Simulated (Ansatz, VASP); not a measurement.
# Eu in VASP and in Ansatz

```
Eu
1.0
    -2.19732    2.19732    2.19732
     2.19732   -2.19732    2.19732
     2.19732    2.19732   -2.19732
Eu
1
Direct
  0.00000 0.00000 0.00000
```

Alike in both runs: task single point; functional r2SCAN; k mesh 14 × 14 × 14; occupations gaussian, width 0.05 eV; collinear spin.

|  | VASP | Ansatz |
| --- | --- | --- |
| version | VASP 6.6.1 | Ansatz 0.2.0 |
| potentials or method | VASP PAW PBE potentials, release 64 (Eu), cutoff 520 eV | scalar-relativistic, plane waves, PAW |
| valence electrons in the cell | 17 | 17 |

```tsv
	VASP	Ansatz	Ansatz less VASP
gap on the k mesh at the Fermi level (eV)	none	none	-
pressure (GPa)	0.2	0.6	+0.41
net moment per atom (μB)	7.77	7.79	+0.015
size of the moment on the site where the two differ most (μB)	6.71	7.27	+0.558
```

VASP's potentials were made for PBE, not for r2SCAN. Site moments also hang on the region over which each program counts them. A gap of «none» marks a metal or a gap that the smearing closes. Ansatz's warnings: stability check not made.

Neither program's run includes spin-orbit coupling.
